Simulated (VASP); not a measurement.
# ScCd (Pm-3m) in VASP: a series of runs

Runs on ScCd. Level: LDA. Tasks: single point, relaxation of the atoms.

Everything below comes from runs of VASP 6.6.1. Logs are shortened: lines on timing, memory, paths and dates and some standing lists are left out, and cuts for length are marked.

## (1) The cell of the first run

Symmetry: Pm-3m, No. 221, cubic system. The conventional cell has a = 3.526 Å, b = 3.526 Å, c = 3.526 Å, α = 90.00°, β = 90.00°, γ = 90.00°. Within 4.0 Å of Sc (site symmetry m-3m) lie 8 Cd at 3.05 Å and 6 Sc at 3.53 Å. Within 4.0 Å of Cd (site symmetry m-3m) lie 8 Sc at 3.05 Å and 6 Cd at 3.53 Å.

## (2) Single point, LDA (21.92 Å³/atom)

Contents of INCAR:

```
SYSTEM = ScCd
  PREC = Accurate
  ENCUT = 520
  EDIFF = 1E-6
  ISMEAR = -1
  SIGMA = 0.05
  LREAL = .FALSE.
  LASPH = .TRUE.
  NELM = 80
  ALGO = Normal
  ISIF = 2
  LWAVE = .FALSE.
  LCHARG = .FALSE.
  GGA = CA
  NBANDS = 18
```

Contents of KPOINTS:

```
Automatic mesh
0
G
  10 10 10
  0 0 0
```

Contents of POSCAR:

```
ScCd
1.0
    3.5262555900      0.0000000000      0.0000000000
    0.0000000000      3.5262555900      0.0000000000
    0.0000000000      0.0000000000      3.5262555900
Sc Cd
1 1
Direct
    0.5000000000      0.5000000000      0.5000000000
    0.0000000000      0.0000000000      0.0000000000
```

Potentials or basis: VASP PAW LDA potentials, release 64 (Sc_sv, Cd).

Launch:

```bash
> cat potpaw_LDA.64/Sc_sv/POTCAR potpaw_LDA.64/Cd/POTCAR > POTCAR
> mpirun -np 1 vasp_std > vasp.out
```

OUTCAR:

```text
SYSTEM = ScCd
   PREC = Accurate
   ENCUT = 520
   EDIFF = 1E-6
   ISMEAR = -1
   LREAL = .FALSE.
   LASPH = .TRUE.
   NELM = 80
   ISIF = 2
   GGA = CA

 ion  position               nearest neighbor table
   1  0.500  0.500  0.500-   2 3.05   2 3.05   2 3.05   2 3.05   2 3.05   2 3.05   2 3.05   2 3.05

   2  0.000  0.000  0.000-   1 3.05   1 3.05   1 3.05   1 3.05   1 3.05   1 3.05   1 3.05   1 3.05

  LATTYP: Found a simple cubic cell.
 ALAT       =     3.5262555900

  Lattice vectors:

 A1 = (   3.5262555900,   0.0000000000,   0.0000000000)
 A2 = (   0.0000000000,   3.5262555900,   0.0000000000)
 A3 = (   0.0000000000,   0.0000000000,   3.5262555900)

Analysis of symmetry for initial positions (statically):
=====================================================================
 Subroutine PRICEL returns:
 Original cell was already a primitive cell.

 Routine SETGRP: Setting up the symmetry group for a
 simple cubic supercell.

 Subroutine GETGRP returns: Found 48 space group operations
 (whereof 48 operations were pure point group operations)
 out of a pool of 48 trial point group operations.

The static configuration has the point symmetry O_h .

Analysis of symmetry for dynamics (positions and initial velocities):
=====================================================================
 Subroutine PRICEL returns:
 Original cell was already a primitive cell.

 Routine SETGRP: Setting up the symmetry group for a
 simple cubic supercell.

 Subroutine GETGRP returns: Found 48 space group operations
 (whereof 48 operations were pure point group operations)
 out of a pool of 48 trial point group operations.

The dynamic configuration has the point symmetry O_h .

 Subroutine INISYM returns: Found 48 space group operations
 (whereof 48 operations are pure point group operations),
 and found     1 'primitive' translations

----------------------------------------------------------------------------------------

                                     Primitive cell

  volume of cell :      43.8471

  direct lattice vectors                    reciprocal lattice vectors
     3.526255590  0.000000000  0.000000000     0.283586931  0.000000000  0.000000000
     0.000000000  3.526255590  0.000000000     0.000000000  0.283586931  0.000000000
     0.000000000  0.000000000  3.526255590     0.000000000  0.000000000  0.283586931

  length of vectors
     3.526255590  3.526255590  3.526255590     0.283586931  0.283586931  0.283586931

  position of ions in fractional coordinates (direct lattice)
     0.500000000  0.500000000  0.500000000
     0.000000000  0.000000000  0.000000000

  ion indices of the primitive-cell ions
   primitive index   ion index
                 1           1
                 2           2

----------------------------------------------------------------------------------------

 KPOINTS: Automatic mesh

Automatic generation of k-mesh.
 Grid dimensions read from file:
 generate k-points for:   10   10   10

 Generating k-lattice:

  Cartesian coordinates                     Fractional coordinates (reciprocal lattice)
     0.028358693  0.000000000  0.000000000     0.100000000  0.000000000  0.000000000
     0.000000000  0.028358693  0.000000000     0.000000000  0.100000000  0.000000000
     0.000000000  0.000000000  0.028358693     0.000000000  0.000000000  0.100000000

  Length of vectors
     0.028358693  0.028358693  0.028358693

  Shift w.r.t. Gamma in fractional coordinates (k-lattice)
     0.000000000  0.000000000  0.000000000

 Subroutine IBZKPT returns following result:
 ===========================================

 Found     56 irreducible k-points:

 Following reciprocal coordinates:
            Coordinates               Weight
  0.000000  0.000000  0.000000      1.000000
  0.100000  0.000000  0.000000      6.000000
  0.200000  0.000000  0.000000      6.000000
  0.300000  0.000000  0.000000      6.000000
  0.400000  0.000000  0.000000      6.000000
  0.500000  0.000000  0.000000      3.000000
[... 16 lines left out ...]
  0.200000  0.100000  0.100000     24.000000
  0.300000  0.100000  0.100000     24.000000
 [... further k-points ...]
   k-points           NKPTS =     56   k-points in BZ     NKDIM =     56   number of bands    NBANDS=     18
   number of dos      NEDOS =    301   number of ions     NIONS =      2
   total plane-waves  NPLWV =  21952
   dimension x,y,z NGX =    28 NGY =   28 NGZ =   28
   dimension x,y,z NGXF=    56 NGYF=   56 NGZF=   56
   ions per type =               1   1
   NGX,Y,Z   is equivalent  to a cutoff of  13.20, 13.20, 13.20 a.u.
   NGXF,Y,Z  is equivalent  to a cutoff of  26.40, 26.40, 26.40 a.u.
 SYSTEM =  ScCd
   PREC   = accura    normal or accurate (medium, high low for compatibility)
   ISTART =      0    job   : 0-new  1-cont  2-samecut
   ICHARG =      2    charge: 1-file 2-atom 10-const
   ISPIN  =      1    spin polarized calculation?
   LNONCOLLINEAR =      F non collinear calculations
   LSORBIT =      F    spin-orbit coupling
   LASPH  =      T    aspherical Exc in radial PAW
   ENCUT  =  520.0 eV  38.22 Ry    6.18 a.u.   6.56  6.56  6.56*2*pi/ulx,y,z
   NELM   =     80;   NELMIN=  2; NELMDL= -5     # of ELM steps
   EDIFF  = 0.1E-05   stopping-criterion for ELM
   LREAL  =      F    real-space projection
   EDIFFG = 0.1E-04   stopping-criterion for IOM
   NSW    =      0    number of steps for IOM
   IBRION =     -1    ionic relax: 0-MD 1-quasi-New 2-CG
   NFREE  =      0    steps in history (QN), initial steepest desc. (CG)
   ISIF   =      2    stress and relaxation
   ISYM   =      2    0-nonsym 1-usesym 2-fastsym
   POTIM  = 0.5000    time-step for ionic-motion
   TEBEG  =    0.0;   TEEND  =   0.0 temperature during run
   PSTRESS=    0.0 pullay stress
   NELECT =      23.0000    total number of electrons
   NUPDOWN=      -1.0000    fix difference up-down
   EMIN   =  10.00;   EMAX   =-10.00  energy-range for DOS
   EFERMI =   0.00;   METHOD = LEGACY
   ISMEAR =    -1;   SIGMA  =   0.05  broadening in eV -4-tet -1-fermi 0-gaus
   EFERMI_NEDOS =   21; number of points for ismear=-14 and -15
   IALGO  =     38    algorithm
   IMIX   =      4    mixing-type and parameters
     AMIX     =   0.40;   BMIX     =  1.00
     AMIX_MAG =   1.60;   BMIX_MAG =  1.00
  volume/ion in A,a.u.               =      21.92       147.95
  Fermi-wavevector in a.u.,A,eV,Ry     =   1.320293  2.494992 23.717317  1.743174
  Thomas-Fermi vector in A             =   2.450130
   LORBIT       =      0    0 simple, 1 ext, 2 COOP (PROOUT), +10 PAW based schemes
   GGA     = CA    functional components
   LHFCALC =     F    Hartree Fock is set to
   AEXX    =    0.0000 exact exchange contribution
   IVDW    =     0    specifies the selected vdW correction
   LEPSILON=     F    determine dielectric tensor
   LRPA    =     F    only Hartree local field effects (RPA)
 non-spin polarized calculation
  energy-cutoff  :      520.00
  volume of cell :       43.85
 maximum number of plane-waves:      1208
 NGX is ok and might be reduce to    28
   NGX = 13   NGY = 13   NGZ = 13

 number of electron      23.0000006 magnetization

 Free energy of the ion-electron system (eV)
  ---------------------------------------------------
  ext. energy  EPLUGINS =         0.00000000
  ---------------------------------------------------
  free energy    TOTEN  =        -8.91174702 eV

  energy without entropy =       -8.89329783  energy(sigma->0) =       -8.90252243

 E-fermi :   3.4114     XC(G=0): -10.9728

 val. band max:        3.4053146806   @ k =   0.2000   0.2000   0.2000
 cond. band min:       3.4687204024   @ k =   0.3000   0.2000   0.2000
 fundamental gap:      0.0634057218
 Fermi energy:         3.4113831217

 k-point     1 :       0.0000    0.0000    0.0000
  band No.  band energies     occupation
      1     -45.9866      2.00000
      2     -24.9000      2.00000
      3     -24.9000      2.00000
      4     -24.9000      2.00000
      5      -5.3978      2.00000
      6      -5.3978      2.00000
[... 10 lines left out ...]
     17       8.3635      0.00000
     18       8.3635      0.00000

 k-point     2 :       0.1000    0.0000    0.0000
  band No.  band energies     occupation
      1     -45.9858      2.00000
      2     -24.9105      2.00000
      3     -24.8992      2.00000
      4     -24.8992      2.00000
      5      -5.3892      2.00000
      6      -5.3619      2.00000
[... 10 lines left out ...]
     17       8.7484      0.00000
     18       8.7484      0.00000

 k-point     3 :       0.2000    0.0000    0.0000
  band No.  band energies     occupation
      1     -45.9837      2.00000
      2     -24.9378      2.00000
      3     -24.8972      2.00000
      4     -24.8972      2.00000
      5      -5.3666      2.00000
      6      -5.2716      2.00000
[... 10 lines left out ...]
     17       9.6581      0.00000
     18       9.6581      0.00000

 k-point     4 :       0.3000    0.0000    0.0000
  band No.  band energies     occupation
      1     -45.9812      2.00000
      2     -24.9715      2.00000
      3     -24.8948      2.00000
      4     -24.8948      2.00000
      5      -5.3385      2.00000
      6      -5.1656      2.00000
[... 375 lines left out ...]
      4     -24.9082      2.00000
      5      -5.3311      2.00000
      6      -5.3311      2.00000
[... 10 lines left out ...]
     17       8.3834      0.00000
     18       8.3834      0.00000

 k-point    23 :       0.2000    0.1000    0.1000
  band No.  band energies     occupation
      1     -45.9822      2.00000
      2     -24.9359      2.00000
      3     -24.9070      2.00000
      4     -24.9061      2.00000
      5      -5.3117      2.00000
      6      -5.2371      2.00000
[... 10 lines left out ...]
     17       8.9893      0.00000
     18       9.2072      0.00000

 k-point    24 :       0.3000    0.1000    0.1000
  band No.  band energies     occupation
      1     -45.9797      2.00000
      2     -24.9690      2.00000
      3     -24.9040      2.00000
      4     -24.9036      2.00000
      5      -5.2873      2.00000
      6      -5.1269      2.00000
[... 10 lines left out ...]
     17       9.8021      0.00000
     18      10.2072      0.00000

 [... further k-points ...]

------------------------ aborting loop because EDIFF is reached ----------------------------------------

  FORCE on cell =-STRESS in cart. coord.  units (eV):
  Direction    XX          YY          ZZ          XY          YZ          ZX
  --------------------------------------------------------------------------------------
  -------------------------------------------------------------------------------------
  Total       -1.4091896     -1.4091896     -1.4091896     -0.0000000     -0.0000000      0.0000000
  in kB      -51.4918684    -51.4918684    -51.4918684     -0.0000000     -0.0000000      0.0000000
  external PRESSURE =     -51.4918684 kB  Pullay stress =       0.0000000 kB

 VOLUME and BASIS-vectors are now :
 -----------------------------------------------------------------------------
  energy-cutoff  :      520.00
  volume of cell :       43.85
      direct lattice vectors                 reciprocal lattice vectors
     3.526255590  0.000000000  0.000000000     0.283586931  0.000000000  0.000000000
     0.000000000  3.526255590  0.000000000     0.000000000  0.283586931  0.000000000
     0.000000000  0.000000000  3.526255590     0.000000000  0.000000000  0.283586931

 POSITION                                       TOTAL-FORCE (eV/Angst)
 -----------------------------------------------------------------------------------
      1.76313      1.76313      1.76313         0.000000      0.000000      0.000000
      0.00000      0.00000      0.00000         0.000000      0.000000      0.000000
 -----------------------------------------------------------------------------------
    total drift:                                0.000000      0.000000      0.000000

  FREE ENERGIE OF THE ION-ELECTRON SYSTEM (eV)
  ---------------------------------------------------
  free  energy   TOTEN  =        -8.9117470229 eV

  energy  without entropy=       -8.8932978286  energy(sigma->0) =       -8.90252243
```

Run time: 19 s. Hardware: 1 thread of Intel Xeon 6975P-C (Granite Rapids), shared host; peak memory 0.17 GiB.

Results:

- Free energy: -8.9117 eV
- Pressure: -5.1 GPa
- Band gap on the k mesh: zero (an odd number of electrons rules out a gap without spin polarisation)

Caveat: the cell stands under tension.

## (3) Relaxation of the atoms, LDA

This run uses another cell than the first one, of 10.96 Å³/atom.

Contents of INCAR:

```
  PREC = Accurate
  ENCUT = 520
  EDIFF = 1E-6
  ISMEAR = -1
  SIGMA = 0.05
  LREAL = False
  LASPH = True
  NELM = 100
  ALGO = Normal
  ISIF = 2
  LWAVE = False
  LCHARG = False
  IBRION = 2
  NSW = 50
  EDIFFG = -0.01
```

Contents of KPOINTS:

```
regular mesh
0
Gamma
  10 10 10
```

Contents of POSCAR:

```
ScCd
1.0
    2.7987909165      0.0000000000      0.0000000000
    0.0000000000      2.7987909165      0.0000000000
    0.0000000000      0.0000000000      2.7987909165
Sc Cd
1 1
Direct
    0.5000000000      0.5000000000      0.5000000000
    0.0000000000      0.0000000000      0.0000000000
```

Potentials or basis: VASP PAW LDA potentials, release 64 (Sc_sv, Cd).

Launch:

```bash
> cat potpaw_LDA.64/Sc_sv/POTCAR potpaw_LDA.64/Cd/POTCAR > POTCAR
> mpirun -np 1 vasp_std > vasp.out
```

Run time: 9.4 s. Hardware: 1 thread of Intel Xeon 6975P-C (Granite Rapids), shared host; peak memory 0.13 GiB.

It converged, with:

```
Free energy             : -2.2352 eV
Pressure after relaxing : 194.7 GPa
Band gap on the k mesh  : zero (an odd number of electrons rules out a gap without spin polarisation)
```

Final structure:
```
Sc Cd
1.0
     2.79879    0.00000    0.00000
     0.00000    2.79879    0.00000
     0.00000    0.00000    2.79879
Sc Cd
1 1
Direct
  0.50000 0.50000 0.50000
  0.00000 0.00000 0.00000
```

Levels at points of the mesh, in eV from the Fermi level:
```
           k point  band 8  band 9  band 10  band 11  band 12  band 13  band 14  band 15
(0.00, 0.00, 0.00)  -10.54  -10.54   -10.45     0.12     0.12     5.11     5.11     5.11
(0.50, 0.00, 0.00)  -10.70  -10.31    -5.12    -3.59    -1.15     1.14     1.14     4.46
(0.50, 0.50, 0.00)  -11.40   -9.48    -4.13     0.20     0.20     1.13     4.11     4.11
(0.50, 0.50, 0.50)   -9.43   -9.43    -3.82    -3.82    -3.82     5.57     6.45     6.45
```

Caveat: the relaxation stopped at its first step, so nothing moved.

## (4) Relaxation of the atoms, LDA

This run uses another cell than the first one, of 14.25 Å³/atom.

Contents of INCAR:

```
ALGO = Normal
EDIFF = 1E-7
EDIFFG = -0.01
ENCUT = 520
IBRION = 2
ISIF = 2
ISMEAR = -1
LASPH = T
LCHARG = F
LREAL = F
LWAVE = F
NELM = 100
NSW = 50
PREC = Accurate
SIGMA = 0.05
```

Contents of KPOINTS:

```
k-points
0
Gamma
  10 10 10
```

Contents of POSCAR:

```
ScCd
1.0
    3.0545804875      0.0000000000      0.0000000000
    0.0000000000      3.0545804875      0.0000000000
    0.0000000000      0.0000000000      3.0545804875
Sc Cd
1 1
Direct
    0.5000000000      0.5000000000      0.5000000000
    0.0000000000      0.0000000000      0.0000000000
```

Potentials or basis: VASP PAW LDA potentials, release 64 (Sc_sv, Cd).

Launch:

```bash
> cat potpaw_LDA.64/Sc_sv/POTCAR potpaw_LDA.64/Cd/POTCAR > POTCAR
> mpirun -np 1 vasp_std > vasp.out
```

OUTCAR:

```text
EDIFF = 1E-7
   EDIFFG = -0.01
   ENCUT = 520
   IBRION = 2
   ISIF = 2
   ISMEAR = -1
   LASPH = T
   LREAL = F
   NELM = 100
   NSW = 50
   PREC = Accurate

 ion  position               nearest neighbor table
   1  0.500  0.500  0.500-   2 2.65   2 2.65   2 2.65   2 2.65   2 2.65   2 2.65   2 2.65   2 2.65

   2  0.000  0.000  0.000-   1 2.65   1 2.65   1 2.65   1 2.65   1 2.65   1 2.65   1 2.65   1 2.65

  LATTYP: Found a simple cubic cell.
 ALAT       =     3.0545804875

  Lattice vectors:

 A1 = (   3.0545804875,   0.0000000000,   0.0000000000)
[... 620 lines left out ...]

  FORCE on cell =-STRESS in cart. coord.  units (eV):
  Direction    XX          YY          ZZ          XY          YZ          ZX
  --------------------------------------------------------------------------------------
  -------------------------------------------------------------------------------------
  Total       11.6761804     11.6761804     11.6761804      0.0000000     -0.0000000     -0.0000000
  in kB      656.3819922    656.3819922    656.3819922      0.0000000     -0.0000000     -0.0000000
  external PRESSURE =     656.3819922 kB  Pullay stress =       0.0000000 kB

 VOLUME and BASIS-vectors are now :
 -----------------------------------------------------------------------------
  energy-cutoff  :      520.00
  volume of cell :       28.50
      direct lattice vectors                 reciprocal lattice vectors
     3.054580487  0.000000000  0.000000000     0.327377198  0.000000000  0.000000000
     0.000000000  3.054580487  0.000000000     0.000000000  0.327377198  0.000000000
     0.000000000  0.000000000  3.054580487     0.000000000  0.000000000  0.327377198

 POSITION                                       TOTAL-FORCE (eV/Angst)
 -----------------------------------------------------------------------------------
      1.52729      1.52729      1.52729         0.000000      0.000000      0.000000
      0.00000      0.00000      0.00000         0.000000      0.000000      0.000000
 -----------------------------------------------------------------------------------
    total drift:                                0.000000      0.000000     -0.000000

  FREE ENERGIE OF THE ION-ELECTRON SYSTEM (eV)
  ---------------------------------------------------
  free  energy   TOTEN  =        -7.1096779229 eV

  energy  without entropy=       -7.0822813960  energy(sigma->0) =       -7.09597966

 reached required accuracy - stopping structural energy minimisation
```

CONTCAR:

```text
ScCd
   1.00000000000000
     3.0545804875000000    0.0000000000000000    0.0000000000000000
     0.0000000000000000    3.0545804875000000    0.0000000000000000
     0.0000000000000000    0.0000000000000000    3.0545804875000000
  Sc              Cd
     1     1
Direct
     0.5000000000000000    0.5000000000000000    0.5000000000000000
     0.0000000000000000    0.0000000000000000    0.0000000000000000

  0.00000000E+00  0.00000000E+00  0.00000000E+00
  0.00000000E+00  0.00000000E+00  0.00000000E+00
```

Run time: 9.3 s. Hardware: 1 thread of Intel Xeon 6975P-C (Granite Rapids), shared host; peak memory 0.14 GiB.

What came out:

```
Free energy             : -7.1097 eV
Pressure after relaxing : 65.6 GPa
Band gap on the k mesh  : zero (an odd number of electrons rules out a gap without spin polarisation)
```

Final structure:
```yaml
crystal:
  lattice:
    - [3.05458, 0.00000, 0.00000]
    - [0.00000, 3.05458, 0.00000]
    - [0.00000, 0.00000, 3.05458]
  atoms:
    - { symbol: Sc, position: [0.50000, 0.50000, 0.50000] }
    - { symbol: Cd, position: [0.00000, 0.00000, 0.00000] }
```

Caveat: the relaxation stopped at its first step, so nothing moved.

## (5) Overview

| task | cell | gap on the mesh (eV) | pressure (GPa) |
| --- | --- | --- | --- |
| single point | a = 3.526 Å, 2 atoms | none | -5.1 |
| relaxation of the atoms | atoms relaxed from a = 2.799 Å, 2 atoms | none | 194.7 |
| relaxation of the atoms | atoms relaxed from a = 3.055 Å, 2 atoms | none | 65.6 |

Alike in all rows: level LDA; potentials or basis VASP PAW LDA potentials, release 64 (Sc_sv, Cd); no spin polarisation; k mesh 10 × 10 × 10; cutoff (eV) 520; smearing fermi-dirac 0.05 eV.

Caveats: the relaxation stopped at its first step, so nothing moved (at least some runs); the cell stands under tension (at least some runs).

Absolute energies hang on the potentials; compare differences alone.
